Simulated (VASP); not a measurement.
# Hf in VASP: single point with LDA

Aim: the single point of Hf with LDA.

Program: VASP 6.6.1. These are calculated values, not measurements. Logs are shortened: lines on timing, memory, paths and dates and some standing lists are left out, and cuts for length are marked.

### Step 1. The cell of the first run

The cell holds a slab with vacuum, 12 atoms: a = 6.467 Å, b = 6.467 Å, c = 21.628 Å, α = 90.00°, β = 90.00°, γ = 120.00°.

### Step 2. Single point, LDA

The input, INCAR:

```
PREC     = Accurate       # precision mode
ENCUT    = 400            # plane-wave cutoff, eV
EDIFF    = 1E-6           # SCF threshold, eV
ISMEAR   = 1              # smearing method
SIGMA    = 0.1            # smearing width, eV
LREAL    = F              # projectors in reciprocal space
LASPH    = T              # aspherical terms in the spheres
NELM     = 120            # most SCF steps
ALGO     = Normal         # electronic algorithm
ISIF     = 2              # what is computed and relaxed
LWAVE    = F              # write WAVECAR
LCHARG   = F              # write CHGCAR
LDIPOL   = T            
IDIPOL   = 3            
DIPOL    = 0.5 0.5 0.432
NBANDS   = 72             # bands
GGA_COMPAT= F            
NELMDL   = -8
```

The input, KPOINTS:

```
regular mesh
0
Gamma
  6 6 1
```

The input, POSCAR:

```
Hf
1.0
    6.1111421849      2.1169617513      0.0000000000
   -4.8889137479      4.2339235026      0.0000000000
    0.0000000000      0.0000000000     21.6279581040
Hf
12
Direct
    0.3333333333      0.1666666667      0.3236551489
    0.3333333333      0.6666666667      0.3236551489
    0.8333333333      0.1666666667      0.3236551489
    0.8333333333      0.6666666667      0.3236551489
    0.1666666667      0.3333333333      0.4297437765
    0.1691706183      0.8411199968      0.4277801358
    0.6719493785      0.3308293817      0.4277801358
    0.6588800032      0.8280506215      0.4277801358
    0.3567456650      0.1900284579      0.5446528831
    0.3099715421      0.6667172071      0.5446528831
    0.8332827929      0.1432543350      0.5446528831
    0.8333333333      0.6666666667      0.5388258362
```

Potentials or basis: VASP PAW LDA potentials, release 64 (Hf_pv).

The run is started by

```sh
> cat potpaw_LDA.64/Hf_pv/POTCAR > POTCAR
> mpirun -np 1 vasp_std > vasp.out
```

OUTCAR:

```text
PREC = Accurate
   ENCUT = 400
   EDIFF = 1E-6
   ISMEAR = 1
   LREAL = F
   LASPH = T
   NELM = 120
   ISIF = 2
   NELMDL = -8

 ion  position               nearest neighbor table
   1  0.333  0.167  0.324-   6 2.90   7 2.94   5 2.96   2 3.23   2 3.23   4 3.23   4 3.23   3 3.23
                             3 3.23
   2  0.333  0.667  0.324-   8 2.90   6 2.94   5 2.96   1 3.23   1 3.23   3 3.23   3 3.23   4 3.23
                             4 3.23
   3  0.833  0.167  0.324-   7 2.90   8 2.94   5 2.96   4 3.23   4 3.23   2 3.23   2 3.23   1 3.23
                             1 3.23
   4  0.833  0.667  0.324-   8 2.93   6 2.93   7 2.93   3 3.23   3 3.23   1 3.23   1 3.23   2 3.23
                             2 3.23
   5  0.167  0.333  0.430-   1 2.96   2 2.96   3 2.96   9 3.11  11 3.11  10 3.11   6 3.19   8 3.19
                             7 3.19   7 3.28   8 3.28   6 3.28
   6  0.169  0.841  0.428-   1 2.90   4 2.93   2 2.94  12 3.05  10 3.09   5 3.19   9 3.20   7 3.21
                             8 3.21   7 3.26   8 3.26   5 3.28
   7  0.672  0.331  0.428-   3 2.90   4 2.93   1 2.94  12 3.05   9 3.09   5 3.19  11 3.20   8 3.21
                             6 3.21   8 3.26   6 3.26   5 3.28
   8  0.659  0.828  0.428-   2 2.90   4 2.93   3 2.94  12 3.05  11 3.09   5 3.19  10 3.20   7 3.21
                             6 3.21   7 3.26   6 3.26   5 3.28
   9  0.357  0.190  0.545-  12 3.09   7 3.09   5 3.11   6 3.20  10 3.24  11 3.24  10 3.24  11 3.24
                            12 3.39
  10  0.310  0.667  0.545-  12 3.09   6 3.09   5 3.11   8 3.20   9 3.24  11 3.24   9 3.24  11 3.24
                            12 3.39
  11  0.833  0.143  0.545-  12 3.09   8 3.09   5 3.11   7 3.20  10 3.24   9 3.24  10 3.24   9 3.24
                            12 3.39
  12  0.833  0.667  0.539-   8 3.05   6 3.05   7 3.05  11 3.09   9 3.09  10 3.09  10 3.39   9 3.39
                            11 3.39

  LATTYP: Found a hexagonal cell.
 ALAT       =     6.4674249791
 C/A-ratio  =     3.3441374541

  Lattice vectors:

 A1 = (   6.1111421849,   2.1169617513,   0.0000000000)
 A2 = (  -4.8889137479,   4.2339235026,   0.0000000000)
 A3 = (   0.0000000000,   0.0000000000,  21.6279581040)

Analysis of symmetry for initial positions (statically):
=====================================================================
 Subroutine PRICEL returns:
 Original cell was already a primitive cell.

 Routine SETGRP: Setting up the symmetry group for a
 hexagonal supercell.

 Subroutine GETGRP returns: Found  3 space group operations
 (whereof  1 operations were pure point group operations)
 out of a pool of 24 trial point group operations.

The static configuration has the point symmetry C_1 .
 The point group associated with its full space group is C_3 .

Analysis of symmetry for dynamics (positions and initial velocities):
=====================================================================
 Subroutine PRICEL returns:
 Original cell was already a primitive cell.

 Routine SETGRP: Setting up the symmetry group for a
 hexagonal supercell.

 Subroutine GETGRP returns: Found  3 space group operations
 (whereof  1 operations were pure point group operations)
 out of a pool of 24 trial point group operations.

The dynamic configuration has the point symmetry C_1 .
 The point group associated with its full space group is C_3 .

 Subroutine INISYM returns: Found  3 space group operations
 (whereof  1 operations are pure point group operations),
 and found     1 'primitive' translations

----------------------------------------------------------------------------------------

                                     Primitive cell

  volume of cell :     783.4458

  direct lattice vectors                    reciprocal lattice vectors
     6.111142185  2.116961751  0.000000000     0.116882523  0.134964312  0.000000000
    -4.888913748  4.233923503  0.000000000    -0.058441261  0.168705390  0.000000000
     0.000000000  0.000000000 21.627958104     0.000000000  0.000000000  0.046236450

  length of vectors
     6.467424979  6.467424979 21.627958104     0.178541002  0.178541002  0.046236450

  position of ions in fractional coordinates (direct lattice)
     0.333333333  0.166666667  0.323655149
     0.333333333  0.666666667  0.323655149
     0.833333333  0.166666667  0.323655149
     0.833333333  0.666666667  0.323655149
     0.166666667  0.333333333  0.429743776
     0.169170618  0.841119997  0.427780136
     0.671949379  0.330829382  0.427780136
     0.658880003  0.828050621  0.427780136
     0.356745665  0.190028458  0.544652883
     0.309971542  0.666717207  0.544652883
     0.833282793  0.143254335  0.544652883
     0.833333333  0.666666667  0.538825836

  ion indices of the primitive-cell ions
   primitive index   ion index
                 1           1
                 2           2
                 3           3
                 4           4
                 5           5
                 6           6
                 7           7
                 8           8
                 9           9
                10          10
                11          11
                12          12

----------------------------------------------------------------------------------------

 KPOINTS: regular mesh

Automatic generation of k-mesh.
 Grid dimensions read from file:
 generate k-points for:    6    6    1

 Generating k-lattice:

  Cartesian coordinates                     Fractional coordinates (reciprocal lattice)
     0.019480420  0.022494052  0.000000000     0.166666667  0.000000000  0.000000000
    -0.009740210  0.028117565  0.000000000     0.000000000  0.166666667  0.000000000
     0.000000000  0.000000000  0.046236450     0.000000000  0.000000000  1.000000000

  Length of vectors
     0.029756834  0.029756834  0.046236450

  Shift w.r.t. Gamma in fractional coordinates (k-lattice)
     0.000000000  0.000000000  0.000000000

 Subroutine IBZKPT returns following result:
 ===========================================

 Found      8 irreducible k-points:

 Following reciprocal coordinates:
            Coordinates               Weight
  0.000000  0.000000  0.000000      1.000000
  0.166667 -0.000000  0.000000      6.000000
  0.333333 -0.000000  0.000000      6.000000
  0.500000 -0.000000  0.000000      3.000000
  0.166667  0.166667  0.000000      6.000000
  0.333333  0.166667  0.000000      6.000000
 -0.333333  0.500000  0.000000      6.000000
  0.333333  0.333333  0.000000      2.000000
   k-points           NKPTS =      8   k-points in BZ     NKDIM =      8   number of bands    NBANDS=     72
   number of dos      NEDOS =    301   number of ions     NIONS =     12
   total plane-waves  NPLWV = 254016
   dimension x,y,z NGX =    42 NGY =   42 NGZ =  144
   dimension x,y,z NGXF=    84 NGYF=   84 NGZF=  288
   ions per type =              12
   NGX,Y,Z   is equivalent  to a cutoff of  10.80, 10.80, 11.07 a.u.
   NGXF,Y,Z  is equivalent  to a cutoff of  21.59, 21.59, 22.14 a.u.
 SYSTEM =  unknown system
   PREC   = accura    normal or accurate (medium, high low for compatibility)
   ISTART =      0    job   : 0-new  1-cont  2-samecut
   ICHARG =      2    charge: 1-file 2-atom 10-const
   ISPIN  =      1    spin polarized calculation?
   LNONCOLLINEAR =      F non collinear calculations
   LSORBIT =      F    spin-orbit coupling
   LASPH  =      T    aspherical Exc in radial PAW
   ENCUT  =  400.0 eV  29.40 Ry    5.42 a.u.  10.55 10.55 35.27*2*pi/ulx,y,z
   NELM   =    120;   NELMIN=  2; NELMDL= -8     # of ELM steps
   EDIFF  = 0.1E-05   stopping-criterion for ELM
   LREAL  =      F    real-space projection
[... 7 lines left out ...]
   TEBEG  =    0.0;   TEEND  =   0.0 temperature during run
   PSTRESS=    0.0 pullay stress
   NELECT =     120.0000    total number of electrons
   NUPDOWN=      -1.0000    fix difference up-down
   EMIN   =  10.00;   EMAX   =-10.00  energy-range for DOS
   EFERMI =   0.00;   METHOD = LEGACY
   ISMEAR =     1;   SIGMA  =   0.10  broadening in eV -4-tet -1-fermi 0-gaus
   EFERMI_NEDOS =   21; number of points for ismear=-14 and -15
   IALGO  =     38    algorithm
   IMIX   =      4    mixing-type and parameters
     AMIX     =   0.40;   BMIX     =  1.00
     AMIX_MAG =   1.60;   BMIX_MAG =  1.00
  volume/ion in A,a.u.               =      65.29       440.58
  Fermi-wavevector in a.u.,A,eV,Ry     =   0.875922  1.655253 10.438933  0.767240
  Thomas-Fermi vector in A             =   1.995661
   LORBIT       =      0    0 simple, 1 ext, 2 COOP (PROOUT), +10 PAW based schemes
   GGA     = CA    functional components
   LHFCALC =     F    Hartree Fock is set to
   AEXX    =    0.0000 exact exchange contribution
   IVDW    =     0    specifies the selected vdW correction
   LEPSILON=     F    determine dielectric tensor
   LRPA    =     F    only Hartree local field effects (RPA)
 non-spin polarized calculation
 Methfessel and Paxton  Order N= 1 SIGMA  =   0.10
  energy-cutoff  :      400.00
  volume of cell :      783.45
 maximum number of plane-waves:     14288
   NGX = 21   NGY = 21   NGZ = 71

 dipolmoment           0.000000      0.000000      0.004817 electrons x Angstroem

 number of electron     119.9999991 magnetization

 dipolmoment           0.000000      0.000000     -0.017789 electrons x Angstroem

 Free energy of the ion-electron system (eV)
  ---------------------------------------------------
  ext. energy  EPLUGINS =         0.00000000
  ---------------------------------------------------
  free energy    TOTEN  =      -118.61001472 eV

  energy without entropy =     -118.62012323  energy(sigma->0) =     -118.61338422

 E-fermi :  -1.1144     XC(G=0):  -4.8944

 val. band max:       -1.1225560342   @ k =   0.0000   0.0000   0.0000
 cond. band min:      -1.1060577118   @ k =   0.5000  -0.0000   0.0000
 fundamental gap:      0.0164983224
 Fermi energy:        -1.1143510351

 k-point     1 :       0.0000    0.0000    0.0000
  band No.  band energies     occupation
      1     -32.0661      2.00000
      2     -32.0374      2.00000
      3     -32.0336      2.00000
      4     -32.0336      2.00000
      5     -31.9814      2.00000
      6     -31.9814      2.00000
[... 64 lines left out ...]
     71       0.3672     -0.00000
     72       0.3688     -0.00000

 k-point     2 :       0.1667   -0.0000    0.0000
  band No.  band energies     occupation
      1     -32.0554      2.00000
      2     -32.0264      2.00000
      3     -32.0119      2.00000
      4     -32.0035      2.00000
      5     -31.9716      2.00000
      6     -31.9697      2.00000
[... 64 lines left out ...]
     71       0.1398     -0.00000
     72       0.2596     -0.00000

 k-point     3 :       0.3333   -0.0000    0.0000
  band No.  band energies     occupation
      1     -32.0270      2.00000
      2     -31.9875      2.00000
      3     -31.9714      2.00000
      4     -31.9643      2.00000
      5     -31.9538      2.00000
      6     -31.9289      2.00000
[... 364 lines left out ...]
     71       0.1291     -0.00000
     72       0.1791     -0.00000

 k-point     8 :       0.3333    0.3333    0.0000
  band No.  band energies     occupation
      1     -31.9823      2.00000
      2     -31.9822      2.00000
      3     -31.9580      2.00000
      4     -31.9100      2.00000
      5     -31.9086      2.00000
      6     -31.8985      2.00000
[... 64 lines left out ...]
     71       0.1856     -0.00000
     72       0.2157     -0.00000

------------------------ aborting loop because EDIFF is reached ----------------------------------------

 vacuum level on the upper side and lower side of the slab       (xc-potential included)        -0.195        -0.103

  FORCE on cell =-STRESS in cart. coord.  units (eV):
  Direction    XX          YY          ZZ          XY          YZ          ZX
  --------------------------------------------------------------------------------------
  -------------------------------------------------------------------------------------
  Total      -21.9484025    -21.9484025     -4.6568643     -0.0000000      0.0000000      0.0000000
  in kB      -44.8853430    -44.8853430     -9.5234699     -0.0000001      0.0000000      0.0000000
  external PRESSURE =     -33.0980519 kB  Pullay stress =       0.0000000 kB

 VOLUME and BASIS-vectors are now :
 -----------------------------------------------------------------------------
  energy-cutoff  :      400.00
  volume of cell :      783.45
      direct lattice vectors                 reciprocal lattice vectors
     6.111142185  2.116961751  0.000000000     0.116882523  0.134964312  0.000000000
    -4.888913748  4.233923503  0.000000000    -0.058441261  0.168705390  0.000000000
     0.000000000  0.000000000 21.627958104     0.000000000  0.000000000  0.046236450

 POSITION                                       TOTAL-FORCE (eV/Angst)
 -----------------------------------------------------------------------------------
      1.22223      1.41131      7.00000        -0.056788      0.105672     -0.179609
     -1.22223      3.52827      7.00000        -0.063121     -0.102016     -0.179609
      4.27780      2.46979      7.00000         0.119909     -0.003656     -0.179609
      1.83334      4.58675      7.00000        -0.000000      0.000000     -0.281233
     -0.61111      1.76413      9.29448        -0.000000     -0.000000      0.704360
     -3.07834      3.91937      9.25201        -0.012405     -0.019630      0.885204
      2.48898      2.82320      9.25201        -0.010797      0.020558      0.885204
     -0.02176      4.90073      9.25201         0.023203     -0.000928      0.885204
      1.25109      1.55978     11.77973        -0.043868     -0.455374     -0.755022
     -1.36524      3.47903     11.77973         0.416299      0.189696     -0.755022
      4.39195      2.37056     11.77973        -0.372431      0.265678     -0.755022
      1.83334      4.58675     11.65370        -0.000000     -0.000000     -0.274847
 -----------------------------------------------------------------------------------
    total drift:                                0.000000     -0.000000      0.001790

  FREE ENERGIE OF THE ION-ELECTRON SYSTEM (eV)
  ---------------------------------------------------
  free  energy   TOTEN  =      -118.6100147204 eV

  energy  without entropy=     -118.6201232271  energy(sigma->0) =     -118.61338422

 vacuum level on the upper side and lower side of the slab         2.995         3.088
```

Run time: 42 min. Hardware: 1 thread of Oxide Virtual Turin-like, shared host; peak memory 0.5 GiB.

Results:

- Free energy: -118.6100 eV
- Largest force: 0.886 eV/Å
- Band gap on the k mesh: zero (bands 60 and 61 overlap by 0.91 eV)

Forces in eV/Å, atoms in the order of the input:
```
Hf  -0.057  0.106 -0.180
Hf  -0.063 -0.102 -0.180
Hf   0.120 -0.004 -0.180
Hf   0.000  0.000 -0.281
Hf   0.000  0.000  0.704
Hf  -0.012 -0.020  0.885
Hf  -0.011  0.021  0.885
Hf   0.023 -0.001  0.885
Hf  -0.044 -0.455 -0.755
Hf   0.416  0.190 -0.755
Hf  -0.372  0.266 -0.755
Hf   0.000  0.000 -0.275
```

Caveat: spin-orbit coupling is left out, which moves the levels of the heavy elements.
